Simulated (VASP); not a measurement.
# LaSb (Fm-3m) in VASP: notebook, part 2 of 2

VASP 6.6.1.

### Step 3. Single point, LDA

This run uses another cell than the first one, of 34.17 Å³/atom.

Input file INCAR:

```
SYSTEM = LaSb
ALGO = Normal
EDIFF = 1E-6
ENCUT = 520
ISIF = 2
ISMEAR = -1
LASPH = .TRUE.
LCHARG = .FALSE.
LREAL = .FALSE.
LWAVE = .FALSE.
NBANDS = 15
NELM = 80
PREC = Accurate
SIGMA = 0.05
```

Input file KPOINTS:

```
k-points
0
G
  10 10 10
  0 0 0
```

Input file POSCAR:

```
LaSb
1.0
    0.0000000000      3.2450000000      3.2450000000
    3.2450000000      0.0000000000      3.2450000000
    3.2450000000      3.2450000000      0.0000000000
La Sb
1 1
Direct
    0.0000000000      0.0000000000      0.0000000000
    0.5000000000      0.5000000000      0.5000000000
```

Potentials or basis: VASP PAW LDA potentials, release 64 (La, Sb).

Started as:

```sh
cat potpaw_LDA.64/La/POTCAR potpaw_LDA.64/Sb/POTCAR > POTCAR
mpirun -np 1 vasp_std > vasp.out
```

OUTCAR:

```text
SYSTEM = LaSb
   EDIFF = 1E-6
   ENCUT = 520
   ISIF = 2
   ISMEAR = -1
   LASPH = .TRUE.
   LREAL = .FALSE.
   NELM = 80
   PREC = Accurate

 ion  position               nearest neighbor table
   1  0.000  0.000  0.000-   2 3.25   2 3.25   2 3.25   2 3.25   2 3.25   2 3.25
   2  0.500  0.500  0.500-   1 3.25   1 3.25   1 3.25   1 3.25   1 3.25   1 3.25

  LATTYP: Found a face centered cubic cell.
 ALAT       =     6.4900000000

  Lattice vectors:

 A1 = (   0.0000000000,   3.2450000000,   3.2450000000)
 A2 = (   3.2450000000,   0.0000000000,   3.2450000000)
 A3 = (   3.2450000000,   3.2450000000,   0.0000000000)

Analysis of symmetry for initial positions (statically):
=====================================================================
 Subroutine PRICEL returns:
 Original cell was already a primitive cell.

 Routine SETGRP: Setting up the symmetry group for a
 face centered cubic supercell.

 Subroutine GETGRP returns: Found 48 space group operations
 (whereof 48 operations were pure point group operations)
 out of a pool of 48 trial point group operations.

The static configuration has the point symmetry O_h .

Analysis of symmetry for dynamics (positions and initial velocities):
=====================================================================
 Subroutine PRICEL returns:
 Original cell was already a primitive cell.

 Routine SETGRP: Setting up the symmetry group for a
 face centered cubic supercell.

 Subroutine GETGRP returns: Found 48 space group operations
 (whereof 48 operations were pure point group operations)
 out of a pool of 48 trial point group operations.

The dynamic configuration has the point symmetry O_h .

 Subroutine INISYM returns: Found 48 space group operations
 (whereof 48 operations are pure point group operations),
 and found     1 'primitive' translations

----------------------------------------------------------------------------------------

                                     Primitive cell

  volume of cell :      68.3399

  direct lattice vectors                    reciprocal lattice vectors
     0.000000000  3.245000000  3.245000000    -0.154083205  0.154083205  0.154083205
     3.245000000  0.000000000  3.245000000     0.154083205 -0.154083205  0.154083205
     3.245000000  3.245000000  0.000000000     0.154083205  0.154083205 -0.154083205

  length of vectors
     4.589123010  4.589123010  4.589123010     0.266879940  0.266879940  0.266879940

  position of ions in fractional coordinates (direct lattice)
     0.000000000  0.000000000  0.000000000
     0.500000000  0.500000000  0.500000000

  ion indices of the primitive-cell ions
   primitive index   ion index
                 1           1
                 2           2

----------------------------------------------------------------------------------------

 KPOINTS: k-points

Automatic generation of k-mesh.
 Grid dimensions read from file:
 generate k-points for:   10   10   10

 Generating k-lattice:

  Cartesian coordinates                     Fractional coordinates (reciprocal lattice)
    -0.015408320  0.015408320  0.015408320     0.100000000  0.000000000  0.000000000
     0.015408320 -0.015408320  0.015408320     0.000000000  0.100000000  0.000000000
     0.015408320  0.015408320 -0.015408320     0.000000000  0.000000000  0.100000000

  Length of vectors
     0.026687994  0.026687994  0.026687994

  Shift w.r.t. Gamma in fractional coordinates (k-lattice)
     0.000000000  0.000000000  0.000000000

 Subroutine IBZKPT returns following result:
 ===========================================

 Found     47 irreducible k-points:

 Following reciprocal coordinates:
            Coordinates               Weight
  0.000000  0.000000  0.000000      1.000000
  0.100000  0.000000  0.000000      8.000000
  0.200000  0.000000  0.000000      8.000000
  0.300000  0.000000  0.000000      8.000000
  0.400000  0.000000  0.000000      8.000000
  0.500000  0.000000  0.000000      4.000000
[... 16 lines left out ...]
  0.300000  0.300000  0.000000      6.000000
  0.400000  0.300000  0.000000     24.000000
 [... further k-points ...]
   k-points           NKPTS =     47   k-points in BZ     NKDIM =     47   number of bands    NBANDS=     15
   number of dos      NEDOS =    301   number of ions     NIONS =      2
   total plane-waves  NPLWV =  46656
   dimension x,y,z NGX =    36 NGY =   36 NGZ =   36
   dimension x,y,z NGXF=    72 NGYF=   72 NGZF=   72
   ions per type =               1   1
   NGX,Y,Z   is equivalent  to a cutoff of  13.04, 13.04, 13.04 a.u.
   NGXF,Y,Z  is equivalent  to a cutoff of  26.08, 26.08, 26.08 a.u.
 SYSTEM =  LaSb
   PREC   = accura    normal or accurate (medium, high low for compatibility)
   ISTART =      0    job   : 0-new  1-cont  2-samecut
   ICHARG =      2    charge: 1-file 2-atom 10-const
   ISPIN  =      1    spin polarized calculation?
   LNONCOLLINEAR =      F non collinear calculations
   LSORBIT =      F    spin-orbit coupling
   LASPH  =      T    aspherical Exc in radial PAW
   ENCUT  =  520.0 eV  38.22 Ry    6.18 a.u.   8.53  8.53  8.53*2*pi/ulx,y,z
   NELM   =     80;   NELMIN=  2; NELMDL= -5     # of ELM steps
   EDIFF  = 0.1E-05   stopping-criterion for ELM
   LREAL  =      F    real-space projection
   EDIFFG = 0.1E-04   stopping-criterion for IOM
   NSW    =      0    number of steps for IOM
   IBRION =     -1    ionic relax: 0-MD 1-quasi-New 2-CG
   NFREE  =      0    steps in history (QN), initial steepest desc. (CG)
   ISIF   =      2    stress and relaxation
   ISYM   =      2    0-nonsym 1-usesym 2-fastsym
   POTIM  = 0.5000    time-step for ionic-motion
   TEBEG  =    0.0;   TEEND  =   0.0 temperature during run
   PSTRESS=    0.0 pullay stress
   NELECT =      16.0000    total number of electrons
   NUPDOWN=      -1.0000    fix difference up-down
   EMIN   =  10.00;   EMAX   =-10.00  energy-range for DOS
   EFERMI =   0.00;   METHOD = LEGACY
   ISMEAR =    -1;   SIGMA  =   0.05  broadening in eV -4-tet -1-fermi 0-gaus
   EFERMI_NEDOS =   21; number of points for ismear=-14 and -15
   IALGO  =     38    algorithm
   IMIX   =      4    mixing-type and parameters
     AMIX     =   0.40;   BMIX     =  1.00
     AMIX_MAG =   1.60;   BMIX_MAG =  1.00
  volume/ion in A,a.u.               =      34.17       230.59
  Fermi-wavevector in a.u.,A,eV,Ry     =   1.008998  1.906729 13.851767  1.018076
  Thomas-Fermi vector in A             =   2.141899
   LORBIT       =      0    0 simple, 1 ext, 2 COOP (PROOUT), +10 PAW based schemes
   GGA     = CA    functional components
   LHFCALC =     F    Hartree Fock is set to
   AEXX    =    0.0000 exact exchange contribution
   IVDW    =     0    specifies the selected vdW correction
   LEPSILON=     F    determine dielectric tensor
   LRPA    =     F    only Hartree local field effects (RPA)
 non-spin polarized calculation
  energy-cutoff  :      520.00
  volume of cell :       68.34
 maximum number of plane-waves:      1855
 NGX is ok and might be reduce to    36
   NGX = 17   NGY = 17   NGZ = 17

 number of electron      15.9999999 magnetization

 Free energy of the ion-electron system (eV)
  ---------------------------------------------------
  ext. energy  EPLUGINS =         0.00000000
  ---------------------------------------------------
  free energy    TOTEN  =       -12.89180287 eV

  energy without entropy =      -12.88994668  energy(sigma->0) =      -12.89087478

 E-fermi :   6.5175     XC(G=0):  -9.6084

 val. band max:        6.5064083619   @ k =   0.1000   0.1000   0.0000
 cond. band min:       6.6287482454   @ k =   0.3000   0.3000   0.0000
 fundamental gap:      0.1223398835
 Fermi energy:         6.5175277787

 k-point     1 :       0.0000    0.0000    0.0000
  band No.  band energies     occupation
      1     -25.8643      2.00000
      2      -9.5204      2.00000
      3      -9.5204      2.00000
      4      -9.5204      2.00000
      5      -2.4334      2.00000
      6       6.7140      0.03855
      7       6.7140      0.03855
      8       6.7140      0.03855
      9       7.7768      0.00000
     10       7.7768      0.00000
     11       7.7768      0.00000
     12       8.3400      0.00000
     13       8.5175      0.00000
     14       8.5186      0.00000
     15       8.7048      0.00000
[... 397 lines left out ...]
 k-point    24 :       0.4000    0.3000    0.0000
  band No.  band energies     occupation
      1     -25.8437      2.00000
      2      -9.7414      2.00000
      3      -9.6040      2.00000
      4      -9.5952      2.00000
      5      -1.7411      2.00000
      6       4.4528      2.00000
      7       5.7525      2.00000
      8       6.0225      1.99990
      9       6.8637      0.00197
     10       8.4970      0.00000
     11       8.5219      0.00000
     12       8.5538      0.00000
     13       8.5608      0.00000
     14       8.6501      0.00000
     15       8.8418      0.00000

 [... further k-points ...]
[... 5 lines left out ...]
  --------------------------------------------------------------------------------------
  -------------------------------------------------------------------------------------
  Total       -0.9635817     -0.9635817     -0.9635817      0.0000000     -0.0000000     -0.0000000
  in kB      -22.5904566    -22.5904566    -22.5904566      0.0000000     -0.0000000     -0.0000000
  external PRESSURE =     -22.5904566 kB  Pullay stress =       0.0000000 kB

 VOLUME and BASIS-vectors are now :
 -----------------------------------------------------------------------------
  energy-cutoff  :      520.00
  volume of cell :       68.34
      direct lattice vectors                 reciprocal lattice vectors
     0.000000000  3.245000000  3.245000000    -0.154083205  0.154083205  0.154083205
     3.245000000  0.000000000  3.245000000     0.154083205 -0.154083205  0.154083205
     3.245000000  3.245000000  0.000000000     0.154083205  0.154083205 -0.154083205

 POSITION                                       TOTAL-FORCE (eV/Angst)
 -----------------------------------------------------------------------------------
      0.00000      0.00000      0.00000        -0.000000      0.000000     -0.000000
      3.24500      3.24500      3.24500         0.000000     -0.000000      0.000000
 -----------------------------------------------------------------------------------
    total drift:                                0.000000      0.000000      0.000000

  FREE ENERGIE OF THE ION-ELECTRON SYSTEM (eV)
  ---------------------------------------------------
  free  energy   TOTEN  =       -12.8918028703 eV

  energy  without entropy=      -12.8899466827  energy(sigma->0) =      -12.89087478
```

OSZICAR:

```text
N       E                     dE             d eps       ncg     rms          rms(c)
DAV:   1     0.129091168474E+03    0.12909E+03   -0.53995E+03  1418   0.125E+03
DAV:   2     0.962161590826E+00   -0.12813E+03   -0.11759E+03  1828   0.186E+02
DAV:   3    -0.122164878892E+02   -0.13179E+02   -0.12887E+02  1897   0.992E+01
DAV:   4    -0.129903322902E+02   -0.77384E+00   -0.76987E+00  2574   0.187E+01
DAV:   5    -0.130097554999E+02   -0.19423E-01   -0.19408E-01  1800   0.301E+00    0.360E+00
DAV:   6    -0.129124462355E+02    0.97309E-01   -0.18639E-01  2196   0.185E+00    0.222E+00
DAV:   7    -0.128931614260E+02    0.19285E-01   -0.78778E-02  2471   0.139E+00    0.718E-01
DAV:   8    -0.128921142794E+02    0.10471E-02   -0.13355E-02  2447   0.763E-01    0.141E-01
DAV:   9    -0.128918106585E+02    0.30362E-03   -0.16035E-03  2544   0.337E-01    0.550E-02
DAV:  10    -0.128918001432E+02    0.10515E-04   -0.11898E-04  2509   0.900E-02    0.199E-02
DAV:  11    -0.128918025355E+02   -0.23923E-05   -0.10070E-05  2342   0.248E-02    0.585E-03
DAV:  12    -0.128918028703E+02   -0.33478E-06   -0.81856E-07  1644   0.102E-02
   1 F= -.12891803E+02 E0= -.12890875E+02  d E =-.185619E-02
```

stdout:

```text
POSCAR found type information on POSCAR LaSb
 POSCAR found :  2 types and       2 ions
 scaLAPACK will be used
 LDA part: xc-table for (Slater(with rela. corr.)+CA(PZ))
 , standard interpolation
 POSCAR, INCAR and KPOINTS ok, starting setup
 FFT: planning ... GRIDC
 FFT: planning ... GRID_SOFT
 FFT: planning ... GRID
 WAVECAR not read
 entering main loop
```

It took 22 s on 1 thread of Intel Xeon 6975P-C (Granite Rapids), shared host; peak memory 0.21 GiB.

What came out:

* Free energy: -12.8918 eV
* Pressure: -2.3 GPa
* Band gap on the k mesh: zero (bands 8 and 9 overlap by 0.46 eV)

Caveat: spin-orbit coupling is left out, which moves the levels of the heavy elements.
